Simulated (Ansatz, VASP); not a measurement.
Ba in VASP and in Ansatz

```
CELL_PARAMETERS angstrom
-2.53679 2.53679 2.53679
2.53679 -2.53679 2.53679
2.53679 2.53679 -2.53679
ATOMIC_POSITIONS crystal
Ba 0.00000 0.00000 0.00000
```

Alike in both runs: task single point; functional r2SCAN; k mesh 9 × 9 × 9; occupations methfessel-paxton of order 1, width 0.01 eV; no spin polarisation.

|  | VASP | Ansatz |
| --- | --- | --- |
| version | VASP 6.6.1 | Ansatz 0.2.0 |
| potentials or method | VASP PAW PBE potentials, release 64 (Ba_sv), cutoff 520 eV | plane waves (500 eV) with PAW, scalar-relativistic |
| valence electrons in the cell | 10 | 10 |

|  | VASP | Ansatz | Ansatz less VASP |
| --- | --- | --- | --- |
| pressure (GPa) | 0.0 | 0.0 | -0.03 |

VASP's potentials were made for PBE, not for r2SCAN.

Neither program's run includes spin-orbit coupling.
